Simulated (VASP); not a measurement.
Input of a VASP 6.6.1 run:

File INCAR:

```
PREC = Accurate ; ENCUT = 520
EDIFF = 1E-7 ; ISMEAR = 0
SIGMA = 0.05 ; LREAL = False
LASPH = True ; NELM = 80
ALGO = Normal ; ISIF = 2
LWAVE = False ; LCHARG = True
GGA = PE ; LELF = True
LVHAR = True ; NBANDS = 35
```

File KPOINTS:

```
regular mesh
0
Gamma
  6 6 8
```

Contents of POSCAR:

```
SnO2
1.0
    4.8265176357      0.0000000000      0.0000000000
    0.0000000000      4.8283676035      0.0000000000
    0.0000000000      0.0000000000      3.2381666599
Sn O
2 4
Direct
    0.5463085064      0.5462689278      0.6196579029
    0.0463085064      0.0462689278      0.1196579029
    0.3064962475      0.3066616298      0.0000000000
    0.8064962475      0.1933383702      0.5000000000
    0.1935037525      0.8066616298      0.5000000000
    0.6935037525      0.6933383702      0.0000000000
```

Potentials or basis: VASP PAW PBE potentials, release 64 (Sn_d, O).

Run with:

```bash
$ cat potpaw_PBE.64/Sn_d/POTCAR potpaw_PBE.64/O/POTCAR > POTCAR
$ mpirun -np 1 vasp_std > vasp.out
```

Estimate the band gap on the k mesh.

0.85 eV.

Predict the pressure.

33.2 GPa.

Estimate the largest force.

19.934 eV/Å.

Stress tensor (GPa, compression positive):
```
26.38 14.04 15.06
14.04 26.36 15.03
15.06 15.03 46.79
```

Caveat: the cell differs from its parent crystal (all Sn atoms moved -0.500 Å, as atom 1 towards its neighbour atom 3 (O) at 2.089 Å); the cell stands under pressure; spin-orbit coupling is left out, which moves the levels of the heavy elements; forces of over 1 eV/Å act on the atoms, so gaps and moduli don't describe the material at rest.
